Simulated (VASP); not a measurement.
# MnSi (Pm-3m) in VASP: settings compared

MnSi is run at these levels: PBE-based screened hybrid with 25 % exact exchange, B3LYP, HF; tasks: single point.

Program: VASP 6.6.1. These are calculated values, not measurements. Logs are shortened: lines on timing, memory, paths and dates and some standing lists are left out, and cuts for length are marked.

## 1. The cell of the first run

The structure is cubic, space group Pm-3m (No. 221). The conventional cell has a = 3.072 Å, b = 3.072 Å, c = 3.072 Å, α = 90.00°, β = 90.00°, γ = 90.00°. Within 3.5 Å of Mn (site symmetry m-3m) lie 8 Si at 2.66 Å and 6 Mn at 3.07 Å. Si (site symmetry m-3m) has 8 Mn at 2.66 Å and 6 Si at 3.07 Å within 3.5 Å.

## 2. Single point, PBE-based screened hybrid with 25 % exact exchange, collinear spin, ferromagnetic start

Contents of POSCAR:

```
MnSi
1.0
    3.0721807200      0.0000000000      0.0000000000
    0.0000000000      3.0721807200      0.0000000000
    0.0000000000      0.0000000000      3.0721807200
Mn Si
1 1
Direct
    0.0000000000      0.0000000000      0.0000000000
    0.5000000000      0.5000000000      0.5000000000
```

Contents of INCAR.step1:

```
  PREC = Accurate
  ENCUT = 520
  EDIFF = 1E-5
  ISMEAR = -1
  SIGMA = 0.05
  LREAL = F
  LASPH = T
  NELM = 150
  ALGO = Normal
  ISIF = 2
  LWAVE = T
  ISPIN = 2
  MAGMOM = 4 0
  LORBIT = 11
  LMAXMIX = 4
  GGA = PE
  NBANDS = 20
```

Contents of INCAR.step2:

```
  PREC = Accurate
  ENCUT = 520
  EDIFF = 1E-7
  ISMEAR = -1
  SIGMA = 0.05
  LREAL = F
  LASPH = T
  NELM = 150
  ALGO = Normal
  ISIF = 2
  LWAVE = F
  LCHARG = T
  ISPIN = 2
  MAGMOM = 4 0
  LORBIT = 11
  LMAXMIX = 4
  GGA = PE
  LHFCALC = T
  AEXX = 0.25
  HFSCREEN = 0.3
  PRECFOCK = Normal
  LELF = T
  LVHAR = T
  ISTART = 1
  NBANDS = 20
```

Contents of KPOINTS:

```
regular mesh
0
Gamma
  5 5 5
```

Potentials or basis: VASP PAW PBE potentials, release 64 (Mn_pv, Si).

The run is started by

```sh
cat potpaw_PBE.64/Mn_pv/POTCAR potpaw_PBE.64/Si/POTCAR > POTCAR
cp INCAR.step1 INCAR
mpirun -np 1 vasp_std > vasp.out
cp INCAR.step2 INCAR
mpirun -np 1 vasp_std > vasp.out
```

OUTCAR:

```text
PREC = Accurate
   ENCUT = 520
   EDIFF = 1E-7
   ISMEAR = -1
   LREAL = F
   LASPH = T
   NELM = 150
   ISIF = 2
   ISPIN = 2
   LORBIT = 11
   GGA = PE
   LHFCALC = T
   AEXX = 0.25
   HFSCREEN = 0.3
   PRECFOCK = Normal
   ISTART = 1

 ion  position               nearest neighbor table
   1  0.000  0.000  0.000-   2 2.66   2 2.66   2 2.66   2 2.66   2 2.66   2 2.66   2 2.66   2 2.66

   2  0.500  0.500  0.500-   1 2.66   1 2.66   1 2.66   1 2.66   1 2.66   1 2.66   1 2.66   1 2.66

  LATTYP: Found a simple cubic cell.
 ALAT       =     3.0721807200

  Lattice vectors:

 A1 = (   3.0721807200,   0.0000000000,   0.0000000000)
 A2 = (   0.0000000000,   3.0721807200,   0.0000000000)
 A3 = (   0.0000000000,   0.0000000000,   3.0721807200)

Analysis of symmetry for initial positions (statically):
=====================================================================
 Subroutine PRICEL returns:
 Original cell was already a primitive cell.

 Routine SETGRP: Setting up the symmetry group for a
 simple cubic supercell.

 Subroutine GETGRP returns: Found 48 space group operations
 (whereof 48 operations were pure point group operations)
 out of a pool of 48 trial point group operations.

The static configuration has the point symmetry O_h .

Analysis of symmetry for dynamics (positions and initial velocities):
=====================================================================
 Subroutine PRICEL returns:
 Original cell was already a primitive cell.

 Routine SETGRP: Setting up the symmetry group for a
 simple cubic supercell.

 Subroutine GETGRP returns: Found 48 space group operations
 (whereof 48 operations were pure point group operations)
 out of a pool of 48 trial point group operations.

The dynamic configuration has the point symmetry O_h .

Analysis of structural, dynamic, and magnetic symmetry:
=====================================================================
 Subroutine PRICEL returns:
 Original cell was already a primitive cell.

 Routine SETGRP: Setting up the symmetry group for a
 simple cubic supercell.

 Subroutine GETGRP returns: Found 48 space group operations
 (whereof 48 operations were pure point group operations)
 out of a pool of 48 trial point group operations.

The overall configuration has the point symmetry O_h .

 Subroutine INISYM returns: Found 48 space group operations
 (whereof 48 operations are pure point group operations),
 and found     1 'primitive' translations

----------------------------------------------------------------------------------------

                                     Primitive cell

  volume of cell :      28.9961

  direct lattice vectors                    reciprocal lattice vectors
     3.072180720  0.000000000  0.000000000     0.325501685  0.000000000  0.000000000
     0.000000000  3.072180720  0.000000000     0.000000000  0.325501685  0.000000000
     0.000000000  0.000000000  3.072180720     0.000000000  0.000000000  0.325501685

  length of vectors
     3.072180720  3.072180720  3.072180720     0.325501685  0.325501685  0.325501685

  position of ions in fractional coordinates (direct lattice)
     0.000000000  0.000000000  0.000000000
     0.500000000  0.500000000  0.500000000

  ion indices of the primitive-cell ions
   primitive index   ion index
                 1           1
                 2           2

----------------------------------------------------------------------------------------

 KPOINTS: regular mesh

Automatic generation of k-mesh.
 Grid dimensions read from file:
 generate k-points for:    5    5    5

 Generating k-lattice:

  Cartesian coordinates                     Fractional coordinates (reciprocal lattice)
     0.065100337  0.000000000  0.000000000     0.200000000  0.000000000  0.000000000
     0.000000000  0.065100337  0.000000000     0.000000000  0.200000000  0.000000000
     0.000000000  0.000000000  0.065100337     0.000000000  0.000000000  0.200000000

  Length of vectors
     0.065100337  0.065100337  0.065100337

  Shift w.r.t. Gamma in fractional coordinates (k-lattice)
     0.000000000  0.000000000  0.000000000

 Subroutine IBZKPT returns following result:
 ===========================================

 Found     10 irreducible k-points:

 Following reciprocal coordinates:
            Coordinates               Weight
  0.000000  0.000000  0.000000      1.000000
  0.200000  0.000000  0.000000      6.000000
  0.400000  0.000000  0.000000      6.000000
  0.200000  0.200000  0.000000     12.000000
  0.400000  0.200000  0.000000     24.000000
  0.400000  0.400000  0.000000     12.000000
  0.200000  0.200000  0.200000      8.000000
  0.400000  0.200000  0.200000     24.000000
  0.400000  0.400000  0.200000     24.000000
  0.400000  0.400000  0.400000      8.000000
   k-points           NKPTS =     10   k-points in BZ     NKDIM =    125   number of bands    NBANDS=     20
   number of dos      NEDOS =    301   number of ions     NIONS =      2
   total plane-waves  NPLWV =  13824
   dimension x,y,z NGX =    24 NGY =   24 NGZ =   24
   dimension x,y,z NGXF=    48 NGYF=   48 NGZF=   48
   ions per type =               1   1
   NGX,Y,Z   is equivalent  to a cutoff of  12.99, 12.99, 12.99 a.u.
   NGXF,Y,Z  is equivalent  to a cutoff of  25.97, 25.97, 25.97 a.u.
 SYSTEM =  unknown system
   PREC   = accura    normal or accurate (medium, high low for compatibility)
   ISTART =      1    job   : 0-new  1-cont  2-samecut
   ICHARG =      0    charge: 1-file 2-atom 10-const
   ISPIN  =      2    spin polarized calculation?
   LNONCOLLINEAR =      F non collinear calculations
   LSORBIT =      F    spin-orbit coupling
   LASPH  =      T    aspherical Exc in radial PAW
   ENCUT  =  520.0 eV  38.22 Ry    6.18 a.u.   5.71  5.71  5.71*2*pi/ulx,y,z
   NELM   =    150;   NELMIN=  2; NELMDL=  0     # of ELM steps
   EDIFF  = 0.1E-06   stopping-criterion for ELM
   LREAL  =      F    real-space projection
   EDIFFG = 0.1E-05   stopping-criterion for IOM
   NSW    =      0    number of steps for IOM
   IBRION =     -1    ionic relax: 0-MD 1-quasi-New 2-CG
   NFREE  =      0    steps in history (QN), initial steepest desc. (CG)
   ISIF   =      2    stress and relaxation
   ISYM   =      3    0-nonsym 1-usesym 2-fastsym
   POTIM  = 0.5000    time-step for ionic-motion
   TEBEG  =    0.0;   TEEND  =   0.0 temperature during run
   PSTRESS=    0.0 pullay stress
   NELECT =      17.0000    total number of electrons
   NUPDOWN=      -1.0000    fix difference up-down
   EMIN   =  10.00;   EMAX   =-10.00  energy-range for DOS
   EFERMI =   0.00;   METHOD = LEGACY
   ISMEAR =    -1;   SIGMA  =   0.05  broadening in eV -4-tet -1-fermi 0-gaus
   EFERMI_NEDOS =   21; number of points for ismear=-14 and -15
   IALGO  =     38    algorithm
   IMIX   =      1    mixing-type and parameters
     AMIX     =   0.40;   BMIX     =  1.00
     AMIX_MAG =   1.60;   BMIX_MAG =  1.00
  volume/ion in A,a.u.               =      14.50        97.84
  Fermi-wavevector in a.u.,A,eV,Ry     =   1.370180  2.589265 25.543496  1.877394
  Thomas-Fermi vector in A             =   2.495989
   LORBIT       =     11    0 simple, 1 ext, 2 COOP (PROOUT), +10 PAW based schemes
   GGA     = PE    functional components
   LHFCALC =     T    Hartree Fock is set to
   PRECFOCK=normal    Normal, Fast or Accurate (Low or Medium for compatibility)
   ENCUT4O =  -1.0   cutoff for four orbital integrals eV
   NKREDX  =     1    reduce k-point grid by
   NKREDY  =     1    reduce k-point grid by
   NKREDZ  =     1    reduce k-point grid by
   AEXX    =    0.2500 exact exchange contribution
   HFSCREEN=    0.3000 screening length (either q_TF or 0.3 A-1)
   HFSCREENC=   0.3000 screening length for correlation (either q_TF or 0.3 A-1)
   ENCUTFOCK=  -1.0 apply spherical cutoff to Coloumb kernel
   IVDW    =     0    specifies the selected vdW correction
   LEPSILON=     F    determine dielectric tensor
   LRPA    =     F    only Hartree local field effects (RPA)
 spin polarized calculation
  energy-cutoff  :      520.00
  volume of cell :       29.00
 maximum number of plane-waves:       792
 NGX is ok and might be reduce to    24
  NGX = 18; NGY = 18; NGZ = 18

 number of electron      17.0000000 magnetization       3.8601059

 Free energy of the ion-electron system (eV)
  ---------------------------------------------------
  ext. energy  EPLUGINS =         0.00000000
  ---------------------------------------------------
  free energy    TOTEN  =       -18.14631713 eV

  energy without entropy =      -18.13518154  energy(sigma->0) =      -18.14074933

 E-fermi :   9.5456     XC(G=0):  -9.7137

 val. band max:        9.5347542652   @ k =   0.4000   0.4000   0.4000
 cond. band min:       9.5692554418   @ k =   0.2000   0.2000   0.2000
 fundamental gap:      0.0345011766
 Fermi energy:         9.5456303174

 spin component 1

 k-point     1 :       0.0000    0.0000    0.0000
  band No.  band energies     occupation
      1     -45.5454      1.00000
      2     -45.5454      1.00000
      3     -45.5454      1.00000
      4      -4.3047      1.00000
      5       3.2566      1.00000
      6       3.2566      1.00000
[... 12 lines left out ...]
     19      29.1668      0.00000
[... 190 lines left out ...]
      3     -45.5781      1.00000
      4       1.4177      1.00000
      5       2.5829      1.00000
      6       2.5829      1.00000
[... 12 lines left out ...]
     19      33.3642      0.00000
     20      33.9252      0.00000
 Fermi energy:         9.5456303174

 spin component 2

 k-point     1 :       0.0000    0.0000    0.0000
  band No.  band energies     occupation
      1     -39.7276      1.00000
      2     -39.7276      1.00000
      3     -39.7276      1.00000
      4      -4.2764      1.00000
      5       8.4317      1.00000
      6       8.4317      1.00000
[... 12 lines left out ...]
     19      30.0238      0.00000
[... 191 lines left out ...]
      4       2.3774      1.00000
      5       5.0581      1.00000
      6       5.0581      1.00000
[... 12 lines left out ...]
     19      33.9197      0.00000
     20      34.2150      0.00000

------------------------ aborting loop because EDIFF is reached ----------------------------------------

  FORCE on cell =-STRESS in cart. coord.  units (eV):
  Direction    XX          YY          ZZ          XY          YZ          ZX
  --------------------------------------------------------------------------------------
  -------------------------------------------------------------------------------------
  Total        0.8485657      0.8485657      0.8485657     -0.0000000      0.0000000     -0.0000000
  in kB       46.8873624     46.8873624     46.8873624     -0.0000000      0.0000000     -0.0000000
  external PRESSURE =      46.8873624 kB  Pullay stress =       0.0000000 kB

 VOLUME and BASIS-vectors are now :
 -----------------------------------------------------------------------------
  energy-cutoff  :      520.00
  volume of cell :       29.00
      direct lattice vectors                 reciprocal lattice vectors
     3.072180720  0.000000000  0.000000000     0.325501685  0.000000000  0.000000000
     0.000000000  3.072180720  0.000000000     0.000000000  0.325501685  0.000000000
     0.000000000  0.000000000  3.072180720     0.000000000  0.000000000  0.325501685

 POSITION                                       TOTAL-FORCE (eV/Angst)
 -----------------------------------------------------------------------------------
      0.00000      0.00000      0.00000         0.000000      0.000000      0.000000
      1.53609      1.53609      1.53609         0.000000      0.000000      0.000000
 -----------------------------------------------------------------------------------
    total drift:                                0.000038      0.000024     -0.000026

  FREE ENERGIE OF THE ION-ELECTRON SYSTEM (eV)
  ---------------------------------------------------
  free  energy   TOTEN  =       -18.1463171326 eV

  energy  without entropy=      -18.1351815368  energy(sigma->0) =      -18.14074933

 total charge

# of ion       s       p       d       tot
------------------------------------------
    1        0.316   6.250   4.979  11.545
    2        0.842   0.794   0.000   1.636
--------------------------------------------------
tot          1.158   7.044   4.979  13.181

 magnetization (x)

# of ion       s       p       d       tot
------------------------------------------
    1        0.011   0.035   3.901   3.948
    2        0.014  -0.090   0.000  -0.077
--------------------------------------------------
tot          0.024  -0.055   3.901   3.871
```

Run time: 34 min. Hardware: 1 thread of Intel Xeon Platinum 8375C at 2.90GHz (Ice Lake), shared host; peak memory 0.26 GiB.

Results:

```
Free energy                                           : -18.1463 eV
Pressure                                              : 4.7 GPa
Net moment                                            : 3.86 μB per cell
Site moments                                          : Mn +3.95; Si -0.08 μB
Valence electrons inside the program's atomic spheres : Mn 11.54; Si 1.64
```

Caveat: the k points lie up to 0.41 Å⁻¹ apart; the PAW data sets were made with another functional, which shifts forces and pressure a little.

## 3. Single point, B3LYP, collinear spin, ferromagnetic start

POSCAR is that of step 2.

Contents of INCAR.step1:

```
ALGO     = Normal         # electronic algorithm
EDIFF    = 1E-5           # SCF threshold, eV
ENCUT    = 520            # plane-wave cutoff, eV
GGA      = PE             # functional
ISIF     = 2              # what is computed and relaxed
ISMEAR   = -1             # smearing method
ISPIN    = 2              # spin polarisation
LASPH    = True           # aspherical terms in the spheres
LCHARG   = False          # write CHGCAR
LMAXMIX  = 4              # l up to which the mixer works
LORBIT   = 11             # projections on sites
LREAL    = False          # projectors in reciprocal space
LWAVE    = True           # write WAVECAR
MAGMOM   = 4 0            # initial moments
NBANDS   = 20             # bands
NELM     = 150            # most SCF steps
PREC     = Accurate       # precision mode
SIGMA    = 0.05           # smearing width, eV
```

Contents of INCAR.step2:

```
AEXX     = 0.2            # exact-exchange fraction
AGGAC    = 0.81         
AGGAX    = 0.72         
ALDAC    = 0.19         
ALGO     = Normal         # electronic algorithm
EDIFF    = 1E-6           # SCF threshold, eV
ENCUT    = 520            # plane-wave cutoff, eV
GGA      = B3             # functional
ISIF     = 2              # what is computed and relaxed
ISMEAR   = -1             # smearing method
ISPIN    = 2              # spin polarisation
ISTART   = 1            
LASPH    = True           # aspherical terms in the spheres
LCHARG   = False          # write CHGCAR
LHFCALC  = True           # exact exchange
LMAXMIX  = 4              # l up to which the mixer works
LORBIT   = 11             # projections on sites
LREAL    = False          # projectors in reciprocal space
LWAVE    = False          # write WAVECAR
MAGMOM   = 4 0            # initial moments
NBANDS   = 20             # bands
NELM     = 150            # most SCF steps
PREC     = Accurate       # precision mode
PRECFOCK = Normal       
SIGMA    = 0.05           # smearing width, eV
```

Contents of KPOINTS:

```
k-points
0
Gamma
  5 5 5
```

Potentials or basis: VASP PAW PBE potentials, release 64 (Mn_pv, Si).

The run is started by

```sh
cat potpaw_PBE.64/Mn_pv/POTCAR potpaw_PBE.64/Si/POTCAR > POTCAR
cp INCAR.step1 INCAR
mpirun -np 1 vasp_std > vasp.out
cp INCAR.step2 INCAR
mpirun -np 1 vasp_std > vasp.out
```

Run time: 20 min. Hardware: 1 thread of Intel Xeon Platinum 8488C (Sapphire Rapids), shared host; peak memory 0.16 GiB.

The run converged. Its results:

```yaml
Free_energy: -17.0838 eV
Pressure: 1.9 GPa
Net_moment: 3.43 μB per cell
Site_moments: Mn +3.60; Si -0.09 μB
Valence_electrons_inside_the_program's_atomic_spheres: Mn 11.63; Si 1.63
```

Levels at points of the mesh, in eV from the Fermi level:
Spin up:
| k point | band 8 | band 9 | band 10 | band 11 | band 12 | band 13 |
| --- | --- | --- | --- | --- | --- | --- |
| (0.00, 0.00, 0.00) | -3.82 | -3.82 | 2.62 | 2.62 | 2.62 | 7.70 |
Spin down:
```tsv
k point	band 3	band 4	band 5	band 6	band 7	band 8	band 9	band 10	band 11	band 12
(0.00, 0.00, 0.00)	-48.80	-13.66	-1.49	-1.49	2.58	2.58	2.58	2.94	2.94	2.94
```

Caveat: the k points lie up to 0.41 Å⁻¹ apart; the PAW data sets were made with another functional, which shifts forces and pressure a little.

(Part 1 of 2 ends here.)
